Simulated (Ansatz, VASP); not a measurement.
Os: VASP beside Ansatz

The input INCAR:

```
SYSTEM = Os
PREC = Accurate
ENCUT = 520
EDIFF = 1E-7
ISMEAR = -1
SIGMA = 0.0816
LREAL = .FALSE.
LASPH = .TRUE.
NELM = 80
ALGO = Normal
ISIF = 2
LWAVE = .FALSE.
LCHARG = .FALSE.
GGA = PS
NBANDS = 15
```

The input KPOINTS:

```
regular mesh
0
G
  11 11 6
  0 0 0
```

The input POSCAR:

```
Os
1.0
    2.7305981567      0.0000000000      0.0000000000
   -1.3652990784      2.3647673712      0.0000000000
    0.0000000000      0.0000000000      4.4235690139
Os
2
Direct
    0.3333333330      0.6666666670      0.2500000000
    0.6666666670      0.3333333330      0.7500000000
```

Input for Ansatz:

```yaml
crystal:
  lattice:
    - [2.7305981567, 0.0, 0.0]
    - [-1.3652990784, 2.3647673712, 0.0]
    - [0.0, 0.0, 4.4235690139]
  atoms:
    - { symbol: Os, position: [0.333333333, 0.666666667, 0.25] }
    - { symbol: Os, position: [0.666666667, 0.333333333, 0.75] }
kpoints:
  mp_grid: { grid: [11, 11, 6] }
scf:
  occupations: { method: fermi_dirac, width: 0.0816 }
hamiltonian:
  xc: pbesol
  pseudopotentials: { kind: paw }
output:
  forces: true
  stress: true
  eigenvalues: true
  core_levels:
    shells: { Os: ["4d"] }
    counted_from: fermi_level
    add_spin: false
```

Alike in both runs: task single point; functional PBEsol; k mesh 11 × 11 × 6; occupations fermi-dirac, width 0.0816 eV; no spin polarisation.

|  | VASP | Ansatz |
| --- | --- | --- |
| version | VASP 6.6.1 | Ansatz 0.2.0 |
| potentials or method | VASP PAW PBE potentials, release 64 (Os) | PAW with Ansatz's default frozen-core files, scalar-relativistic |
| plane-wave cutoff (eV) | 520 | 420 |
| valence electrons in the cell | 16 | 32 |

|  | VASP | Ansatz | Ansatz less VASP |
| --- | --- | --- | --- |
| pressure (GPa) | -11.0 | -11.2 | -0.19 |
| traceless stress, the component that is largest in VASP (GPa) | -9.13 | -9.12 | +0.014 |

VASP's potentials were made for PBE, not for PBEsol. The functional is the same, so the differences come from potentials, cutoffs and numerics. VASP's potentials hold 16 valence electrons a cell and Ansatz's 32, so a difference there can come from the potentials and not from the codes.

Spin-orbit coupling is off throughout.
